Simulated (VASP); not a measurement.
# ZrSi3 (Pm-3m) in VASP: further runs

Runs on ZrSi3. Level: PBEsol. Tasks: single point.

All numbers are computed with VASP 6.6.1; they aren't measurements. Logs are shortened: lines on timing, memory, paths and dates and some standing lists are left out, and cuts for length are marked.

**1. The cell of the first run**

It takes space group Pm-3m (No. 221, cubic). The conventional cell has a = 3.897 Å, b = 3.897 Å, c = 3.897 Å, α = 90.00°, β = 90.00°, γ = 90.00°. Within 3.6 Å of Zr (site symmetry m-3m) lie 12 Si at 2.76 Å. Si (site symmetry 4/mmm) has 4 Zr at 2.76 Å and 8 Si at 2.76 Å within 3.6 Å.

**2. Single point, PBEsol (14.80 Å³/atom)**

Contents of INCAR:

```
SYSTEM = ZrSi3
ALGO = Normal
EDIFF = 1E-6
ENCUT = 520
GGA = PS
ISIF = 2
ISMEAR = 0
LASPH = .True.
LCHARG = .True.
LELF = .True.
LREAL = .False.
LVHAR = .True.
LWAVE = .False.
NBANDS = 20
NELM = 60
PREC = Accurate
SIGMA = 0.05
```

Contents of KPOINTS:

```
k-points
0
Gamma
  8 8 8
  0 0 0
```

Contents of POSCAR:

```
ZrSi3
1.0
    3.8973785956      0.0000000000      0.0000000000
    0.0000000000      3.8973785956      0.0000000000
    0.0000000000      0.0000000000      3.8973785956
Zr Si
1 3
Direct
    0.0000000000      0.0000000000      0.0000000000
    0.0000000000      0.5000000000      0.5000000000
    0.5000000000      0.5000000000      0.0000000000
    0.5000000000      0.0000000000      0.5000000000
```

Potentials or basis: VASP PAW PBE potentials, release 64 (Zr_sv, Si).

Run with:

```
> cat potpaw_PBE.64/Zr_sv/POTCAR potpaw_PBE.64/Si/POTCAR > POTCAR
> mpirun -np 1 vasp_std > vasp.out
```

OUTCAR:

```text
SYSTEM = ZrSi3
   EDIFF = 1E-6
   ENCUT = 520
   GGA = PS
   ISIF = 2
   ISMEAR = 0
   LASPH = .True.
   LREAL = .False.
   NELM = 60
   PREC = Accurate

 ion  position               nearest neighbor table
   1  0.000  0.000  0.000-   2 2.76   3 2.76   4 2.76   2 2.76   4 2.76   2 2.76   3 2.76   2 2.76
                             3 2.76   4 2.76   4 2.76   3 2.76
   2  0.000  0.500  0.500-   1 2.76   3 2.76   4 2.76   1 2.76   3 2.76   1 2.76   4 2.76   1 2.76
                             3 2.76   4 2.76   3 2.76   4 2.76
   3  0.500  0.500  0.000-   1 2.76   2 2.76   4 2.76   2 2.76   4 2.76   1 2.76   4 2.76   4 2.76
                             1 2.76   2 2.76   2 2.76   1 2.76
   4  0.500  0.000  0.500-   1 2.76   2 2.76   3 2.76   1 2.76   3 2.76   2 2.76   3 2.76   3 2.76
                             1 2.76   2 2.76   1 2.76   2 2.76

  LATTYP: Found a simple cubic cell.
 ALAT       =     3.8973785956

  Lattice vectors:

 A1 = (   3.8973785956,   0.0000000000,   0.0000000000)
 A2 = (   0.0000000000,   3.8973785956,   0.0000000000)
 A3 = (   0.0000000000,   0.0000000000,   3.8973785956)

Analysis of symmetry for initial positions (statically):
=====================================================================
 Subroutine PRICEL returns:
 Original cell was already a primitive cell.

 Routine SETGRP: Setting up the symmetry group for a
 simple cubic supercell.

 Subroutine GETGRP returns: Found 48 space group operations
 (whereof 48 operations were pure point group operations)
 out of a pool of 48 trial point group operations.

The static configuration has the point symmetry O_h .

Analysis of symmetry for dynamics (positions and initial velocities):
=====================================================================
 Subroutine PRICEL returns:
 Original cell was already a primitive cell.

 Routine SETGRP: Setting up the symmetry group for a
 simple cubic supercell.

 Subroutine GETGRP returns: Found 48 space group operations
 (whereof 48 operations were pure point group operations)
 out of a pool of 48 trial point group operations.

The dynamic configuration has the point symmetry O_h .

 Subroutine INISYM returns: Found 48 space group operations
 (whereof 48 operations are pure point group operations),
 and found     1 'primitive' translations

----------------------------------------------------------------------------------------

                                     Primitive cell

  volume of cell :      59.1995

  direct lattice vectors                    reciprocal lattice vectors
     3.897378596  0.000000000  0.000000000     0.256582720  0.000000000  0.000000000
     0.000000000  3.897378596  0.000000000     0.000000000  0.256582720  0.000000000
     0.000000000  0.000000000  3.897378596     0.000000000  0.000000000  0.256582720

  length of vectors
     3.897378596  3.897378596  3.897378596     0.256582720  0.256582720  0.256582720

  position of ions in fractional coordinates (direct lattice)
     0.000000000  0.000000000  0.000000000
     0.000000000  0.500000000  0.500000000
     0.500000000  0.500000000  0.000000000
     0.500000000  0.000000000  0.500000000

  ion indices of the primitive-cell ions
   primitive index   ion index
                 1           1
                 2           2
                 3           3
                 4           4

----------------------------------------------------------------------------------------

 KPOINTS: k-points

Automatic generation of k-mesh.
 Grid dimensions read from file:
 generate k-points for:    8    8    8

 Generating k-lattice:

  Cartesian coordinates                     Fractional coordinates (reciprocal lattice)
     0.032072840  0.000000000  0.000000000     0.125000000  0.000000000  0.000000000
     0.000000000  0.032072840  0.000000000     0.000000000  0.125000000  0.000000000
     0.000000000  0.000000000  0.032072840     0.000000000  0.000000000  0.125000000

  Length of vectors
     0.032072840  0.032072840  0.032072840

  Shift w.r.t. Gamma in fractional coordinates (k-lattice)
     0.000000000  0.000000000  0.000000000

 Subroutine IBZKPT returns following result:
 ===========================================

 Found     35 irreducible k-points:

 Following reciprocal coordinates:
            Coordinates               Weight
  0.000000  0.000000  0.000000      1.000000
  0.125000  0.000000  0.000000      6.000000
  0.250000  0.000000  0.000000      6.000000
  0.375000  0.000000  0.000000      6.000000
  0.500000  0.000000  0.000000      3.000000
  0.125000  0.125000  0.000000     12.000000
[... 16 lines left out ...]
  0.375000  0.375000  0.125000     24.000000
  0.500000  0.375000  0.125000     24.000000
 [... further k-points ...]
   k-points           NKPTS =     35   k-points in BZ     NKDIM =     35   number of bands    NBANDS=     20
   number of dos      NEDOS =    301   number of ions     NIONS =      4
   total plane-waves  NPLWV =  27000
   dimension x,y,z NGX =    30 NGY =   30 NGZ =   30
   dimension x,y,z NGXF=    60 NGYF=   60 NGZF=   60
   ions per type =               1   3
   NGX,Y,Z   is equivalent  to a cutoff of  12.80, 12.80, 12.80 a.u.
   NGXF,Y,Z  is equivalent  to a cutoff of  25.59, 25.59, 25.59 a.u.
 SYSTEM =  ZrSi3
   PREC   = accura    normal or accurate (medium, high low for compatibility)
   ISTART =      0    job   : 0-new  1-cont  2-samecut
   ICHARG =      2    charge: 1-file 2-atom 10-const
   ISPIN  =      1    spin polarized calculation?
   LNONCOLLINEAR =      F non collinear calculations
   LSORBIT =      F    spin-orbit coupling
   LASPH  =      T    aspherical Exc in radial PAW
   ENCUT  =  520.0 eV  38.22 Ry    6.18 a.u.   7.25  7.25  7.25*2*pi/ulx,y,z
   NELM   =     60;   NELMIN=  2; NELMDL= -5     # of ELM steps
   EDIFF  = 0.1E-05   stopping-criterion for ELM
   LREAL  =      F    real-space projection
   EDIFFG = 0.1E-04   stopping-criterion for IOM
   NSW    =      0    number of steps for IOM
   IBRION =     -1    ionic relax: 0-MD 1-quasi-New 2-CG
   NFREE  =      0    steps in history (QN), initial steepest desc. (CG)
   ISIF   =      2    stress and relaxation
   ISYM   =      2    0-nonsym 1-usesym 2-fastsym
   POTIM  = 0.5000    time-step for ionic-motion
   TEBEG  =    0.0;   TEEND  =   0.0 temperature during run
   PSTRESS=    0.0 pullay stress
   NELECT =      24.0000    total number of electrons
   NUPDOWN=      -1.0000    fix difference up-down
   EMIN   =  10.00;   EMAX   =-10.00  energy-range for DOS
   EFERMI =   0.00;   METHOD = LEGACY
   ISMEAR =     0;   SIGMA  =   0.05  broadening in eV -4-tet -1-fermi 0-gaus
   EFERMI_NEDOS =   21; number of points for ismear=-14 and -15
   IALGO  =     38    algorithm
   IMIX   =      4    mixing-type and parameters
     AMIX     =   0.40;   BMIX     =  1.00
     AMIX_MAG =   1.60;   BMIX_MAG =  1.00
  volume/ion in A,a.u.               =      14.80        99.87
  Fermi-wavevector in a.u.,A,eV,Ry     =   1.211637  2.289663 19.974238  1.468065
  Thomas-Fermi vector in A             =   2.347147
   LORBIT       =      0    0 simple, 1 ext, 2 COOP (PROOUT), +10 PAW based schemes
   GGA     = PS    functional components
   LHFCALC =     F    Hartree Fock is set to
   AEXX    =    0.0000 exact exchange contribution
   IVDW    =     0    specifies the selected vdW correction
   LEPSILON=     F    determine dielectric tensor
   LRPA    =     F    only Hartree local field effects (RPA)
 non-spin polarized calculation
 Gauss-broadening in eV      SIGMA  =   0.05
  energy-cutoff  :      520.00
  volume of cell :       59.20
 maximum number of plane-waves:      1628
 NGX is ok and might be reduce to    30
   NGX = 15   NGY = 15   NGZ = 15

 number of electron      23.9999998 magnetization

 Free energy of the ion-electron system (eV)
  ---------------------------------------------------
  ext. energy  EPLUGINS =         0.00000000
  ---------------------------------------------------
  free energy    TOTEN  =       -27.27425733 eV

  energy without entropy =      -27.27156672  energy(sigma->0) =      -27.27291202

 E-fermi :  11.5332     XC(G=0): -11.7532

 val. band max:       11.5247969793   @ k =   0.2500   0.1250   0.0000
 cond. band min:      11.5697412540   @ k =   0.2500   0.2500   0.2500
 fundamental gap:      0.0449442748
 Fermi energy:        11.5332100075

 k-point     1 :       0.0000    0.0000    0.0000
  band No.  band energies     occupation
      1     -37.5314      2.00000
      2     -15.7153      2.00000
      3     -15.7153      2.00000
      4     -15.7153      2.00000
      5      -1.9978      2.00000
      6       5.3815      2.00000
[... 12 lines left out ...]
     19      14.4021      0.00000
     20      18.2363      0.00000

 k-point     2 :       0.1250    0.0000    0.0000
  band No.  band energies     occupation
      1     -37.5306      2.00000
      2     -15.7354      2.00000
      3     -15.7134      2.00000
      4     -15.7134      2.00000
      5      -1.8283      2.00000
      6       4.6455      2.00000
[... 12 lines left out ...]
     19      16.0191      0.00000
     20      17.1748      0.00000

 k-point     3 :       0.2500    0.0000    0.0000
  band No.  band energies     occupation
      1     -37.5287      2.00000
      2     -15.7835      2.00000
      3     -15.7090      2.00000
      4     -15.7090      2.00000
      5      -1.3346      2.00000
      6       3.2899      2.00000
[... 12 lines left out ...]
     19      16.4981      0.00000
     20      16.4989      0.00000

 k-point     4 :       0.3750    0.0000    0.0000
  band No.  band energies     occupation
      1     -37.5269      2.00000
      2     -15.8309      2.00000
      3     -15.7046      2.00000
      4     -15.7046      2.00000
      5      -0.5648      2.00000
      6       1.9162      2.00000
[... 12 lines left out ...]
     19      17.7471      0.00000
     20      17.9254      0.00000

 k-point     5 :       0.5000    0.0000    0.0000
  band No.  band energies     occupation
      1     -37.5261      2.00000
      2     -15.8504      2.00000
      3     -15.7028      2.00000
      4     -15.7028      2.00000
      5       0.1532      2.00000
      6       0.9878      2.00000
[... 12 lines left out ...]
     19      17.4601      0.00000
     20      19.1798      0.00000

 k-point     6 :       0.1250    0.1250    0.0000
  band No.  band energies     occupation
      1     -37.5298      2.00000
      2     -15.7349      2.00000
      3     -15.7317      2.00000
      4     -15.7116      2.00000
      5      -1.6622      2.00000
      6       4.5878      2.00000
[... 12 lines left out ...]
     19      16.0591      0.00000
     20      16.2184      0.00000

 k-point     7 :       0.2500    0.1250    0.0000
  band No.  band energies     occupation
      1     -37.5280      2.00000
      2     -15.7809      2.00000
      3     -15.7282      2.00000
      4     -15.7073      2.00000
      5      -1.1791      2.00000
      6       3.4028      2.00000
[... 12 lines left out ...]
     19      16.1074      0.00000
     20      16.6959      0.00000
[... 277 lines left out ...]
 k-point    20 :       0.2500    0.2500    0.1250
  band No.  band energies     occupation
      1     -37.5254      2.00000
      2     -15.7751      2.00000
      3     -15.7689      2.00000
      4     -15.7213      2.00000
      5      -0.5861      2.00000
      6       3.6959      2.00000
[... 12 lines left out ...]
     19      16.5452      0.00000
     20      16.6960      0.00000

 k-point    21 :       0.3750    0.2500    0.1250
  band No.  band energies     occupation
      1     -37.5236      2.00000
      2     -15.8171      2.00000
      3     -15.7656      2.00000
      4     -15.7166      2.00000
      5       0.0848      2.00000
      6       2.5500      2.00000
[... 12 lines left out ...]
     19      16.9547      0.00000
     20      17.7695      0.00000

 k-point    22 :       0.5000    0.2500    0.1250
  band No.  band energies     occupation
      1     -37.5228      2.00000
      2     -15.8355      2.00000
      3     -15.7631      2.00000
      4     -15.7146      2.00000
      5       0.6306      2.00000
      6       1.7973      2.00000
[... 12 lines left out ...]
     19      17.3732      0.00000
     20      18.2209      0.00000

 k-point    23 :       0.3750    0.3750    0.1250
  band No.  band energies     occupation
      1     -37.5218      2.00000
      2     -15.8109      2.00000
      3     -15.8079      2.00000
      4     -15.7119      2.00000
      5       0.6454      2.00000
      6       3.0347      2.00000
[... 12 lines left out ...]
     19      16.6718      0.00000
     20      17.4556      0.00000

 k-point    24 :       0.5000    0.3750    0.1250
  band No.  band energies     occupation
      1     -37.5210      2.00000
      2     -15.8273      2.00000
      3     -15.8062      2.00000
      4     -15.7099      2.00000
      5       1.0517      2.00000
      6       2.4501      2.00000
[... 12 lines left out ...]
     19      17.1995      0.00000
     20      18.2555      0.00000

 [... further k-points ...]

------------------------ aborting loop because EDIFF is reached ----------------------------------------

  FORCE on cell =-STRESS in cart. coord.  units (eV):
  Direction    XX          YY          ZZ          XY          YZ          ZX
  --------------------------------------------------------------------------------------
  -------------------------------------------------------------------------------------
  Total        2.1059104      2.1059104      2.1059104      0.0000000     -0.0000000      0.0000000
  in kB       56.9944664     56.9944664     56.9944664      0.0000000     -0.0000000      0.0000000
  external PRESSURE =      56.9944664 kB  Pullay stress =       0.0000000 kB

 VOLUME and BASIS-vectors are now :
 -----------------------------------------------------------------------------
  energy-cutoff  :      520.00
  volume of cell :       59.20
      direct lattice vectors                 reciprocal lattice vectors
     3.897378596  0.000000000  0.000000000     0.256582720  0.000000000  0.000000000
     0.000000000  3.897378596  0.000000000     0.000000000  0.256582720  0.000000000
     0.000000000  0.000000000  3.897378596     0.000000000  0.000000000  0.256582720

 POSITION                                       TOTAL-FORCE (eV/Angst)
 -----------------------------------------------------------------------------------
      0.00000      0.00000      0.00000         0.000000      0.000000      0.000000
      0.00000      1.94869      1.94869         0.000000      0.000000      0.000000
      1.94869      1.94869      0.00000         0.000000      0.000000      0.000000
      1.94869      0.00000      1.94869         0.000000      0.000000      0.000000
 -----------------------------------------------------------------------------------
    total drift:                                0.000000     -0.000000      0.000000

  FREE ENERGIE OF THE ION-ELECTRON SYSTEM (eV)
  ---------------------------------------------------
  free  energy   TOTEN  =       -27.2742573345 eV

  energy  without entropy=      -27.2715667152  energy(sigma->0) =      -27.27291202
```

Run time: 55 s. Hardware: 1 thread of Intel Xeon 8259CL, shared host; peak memory 0.19 GiB.

Results:

```yaml
Free_energy: -27.2743 eV
Pressure: 5.7 GPa
Band_gap_on_the_k_mesh: zero (bands 12 and 13 overlap by 2.57 eV)
```

Levels at points of the mesh, in eV from the Fermi level:
| k point | band 8 | band 9 | band 10 | band 11 | band 12 | band 13 | band 14 | band 15 | band 16 | band 17 |
| --- | --- | --- | --- | --- | --- | --- | --- | --- | --- | --- |
| (0.00, 0.00, 0.00) | -4.23 | -4.23 | -4.23 | -0.38 | -0.38 | -0.38 | 0.37 | 2.18 | 2.18 | 2.18 |
| (0.50, 0.00, 0.00) | -4.64 | -4.26 | -3.44 | -1.00 | -1.00 | -0.24 | 0.15 | 0.62 | 2.79 | 2.79 |
| (0.50, 0.50, 0.00) | -6.87 | -3.30 | -3.30 | -1.27 | -1.04 | 0.87 | 0.87 | 1.12 | 1.38 | 4.08 |
| (0.50, 0.50, 0.50) | -7.24 | -4.88 | -4.88 | -4.88 | 0.58 | 1.79 | 1.79 | 3.75 | 3.75 | 3.75 |

Caveat: the cell stands under pressure; the PAW data sets were made with another functional, which shifts forces and pressure a little.

**3. Single point, PBEsol (15.11 Å³/atom)**

This run uses another cell than the first one, of 15.11 Å³/atom.

Contents of INCAR:

```
SYSTEM = ZrSi3
PREC = Accurate ; ENCUT = 520
EDIFF = 1E-6 ; ISMEAR = 0
SIGMA = 0.05 ; LREAL = .False.
LASPH = .True. ; NELM = 60
ALGO = Normal ; ISIF = 2
LWAVE = .False. ; LCHARG = .True.
GGA = PS ; LELF = .True.
LVHAR = .True. ; NBANDS = 20
```

Contents of KPOINTS:

```
Automatic mesh
0
Gamma
  8 8 8
  0 0 0
```

Contents of POSCAR:

```
ZrSi3
1.0
    3.9242579181      0.0000000000      0.0000000000
    0.0000000000      3.9242579181      0.0000000000
    0.0000000000      0.0000000000      3.9242579181
Zr Si
1 3
Direct
    0.0000000000      0.0000000000      0.0000000000
    0.0000000000      0.5000000000      0.5000000000
    0.5000000000      0.5000000000      0.0000000000
    0.5000000000      0.0000000000      0.5000000000
```

Potentials or basis: VASP PAW PBE potentials, release 64 (Zr_sv, Si).

Run with:

```
> cat potpaw_PBE.64/Zr_sv/POTCAR potpaw_PBE.64/Si/POTCAR > POTCAR
> mpirun -np 1 vasp_std > vasp.out
```

Wall time 51 s (1 thread of Intel Xeon 8259CL, shared host); peak memory 0.19 GiB.

It converged, with:

```
Free energy            : -27.3070 eV
Pressure               : 2.8 GPa
Band gap on the k mesh : zero (bands 12 and 13 overlap by 2.50 eV)
```

Levels at points of the mesh, in eV from the Fermi level:
| k point | band 9 | band 10 | band 11 | band 12 | band 13 | band 14 | band 15 | band 16 |
| --- | --- | --- | --- | --- | --- | --- | --- | --- |
| (0.00, 0.00, 0.00) | -4.16 | -4.16 | -0.33 | -0.33 | -0.33 | 0.42 | 2.16 | 2.16 |
| (0.50, 0.00, 0.00) | -4.14 | -3.49 | -0.98 | -0.98 | -0.20 | 0.18 | 0.59 | 2.75 |
| (0.50, 0.50, 0.00) | -3.22 | -3.22 | -1.21 | -1.01 | 0.85 | 0.85 | 1.11 | 1.36 |
| (0.50, 0.50, 0.50) | -4.82 | -4.82 | -4.82 | 0.56 | 1.77 | 1.77 | 3.66 | 3.66 |

Caveat: the PAW data sets were made with another functional, which shifts forces and pressure a little.

**4. Single point, PBEsol**

This run uses another cell than the first one, of 15.42 Å³/atom.

Contents of INCAR:

```
SYSTEM = ZrSi3
ALGO     = Normal         ! electronic algorithm
EDIFF    = 1E-6           ! SCF threshold, eV
ENCUT    = 520            ! plane-wave cutoff, eV
GGA      = PS             ! functional
ISIF     = 2              ! what is computed and relaxed
ISMEAR   = 0              ! smearing method
LASPH    = .TRUE.         ! aspherical terms in the spheres
LCHARG   = .FALSE.        ! write CHGCAR
LREAL    = .FALSE.        ! projectors in reciprocal space
LWAVE    = .FALSE.        ! write WAVECAR
NBANDS   = 20             ! bands
NELM     = 60             ! most SCF steps
PREC     = Accurate       ! precision mode
SIGMA    = 0.05           ! smearing width, eV
```

Contents of KPOINTS:

```
k-points
0
G
  8 8 8
  0 0 0
```

Contents of POSCAR:

```
ZrSi3
1.0
    3.9507739786      0.0000000000      0.0000000000
    0.0000000000      3.9507739786      0.0000000000
    0.0000000000      0.0000000000      3.9507739786
Zr Si
1 3
Direct
    0.0000000000      0.0000000000      0.0000000000
    0.0000000000      0.5000000000      0.5000000000
    0.5000000000      0.5000000000      0.0000000000
    0.5000000000      0.0000000000      0.5000000000
```

Run with:

```
> cat potpaw_PBE.64/Zr_sv/POTCAR potpaw_PBE.64/Si/POTCAR > POTCAR
> mpirun -np 1 vasp_std > vasp.out
```

Run time: 50 s. Hardware: 1 thread of Intel Xeon 8259CL, shared host; peak memory 0.19 GiB.

Results (log left out):

| Quantity | Value |
| --- | --- |
| Free energy | -27.3184 eV |
| Pressure | 0.2 GPa |
| Band gap on the k mesh | zero (bands 12 and 13 overlap by 2.44 eV) |

Levels at points of the mesh, in eV from the Fermi level:
| k point | band 9 | band 10 | band 11 | band 12 | band 13 | band 14 | band 15 | band 16 |
| --- | --- | --- | --- | --- | --- | --- | --- | --- |
| (0.00, 0.00, 0.00) | -4.09 | -4.09 | -0.29 | -0.29 | -0.29 | 0.46 | 2.13 | 2.13 |
| (0.50, 0.00, 0.00) | -4.04 | -3.55 | -0.96 | -0.96 | -0.16 | 0.20 | 0.55 | 2.71 |
| (0.50, 0.50, 0.00) | -3.14 | -3.14 | -1.15 | -1.00 | 0.82 | 0.82 | 1.10 | 1.34 |
| (0.50, 0.50, 0.50) | -4.77 | -4.77 | -4.77 | 0.53 | 1.74 | 1.74 | 3.56 | 3.56 |

Caveat: the PAW data sets were made with another functional, which shifts forces and pressure a little.

[end of part 1 of 2]

The gap in the log of VASP goes by the Fermi energy; the results here count the filled bands.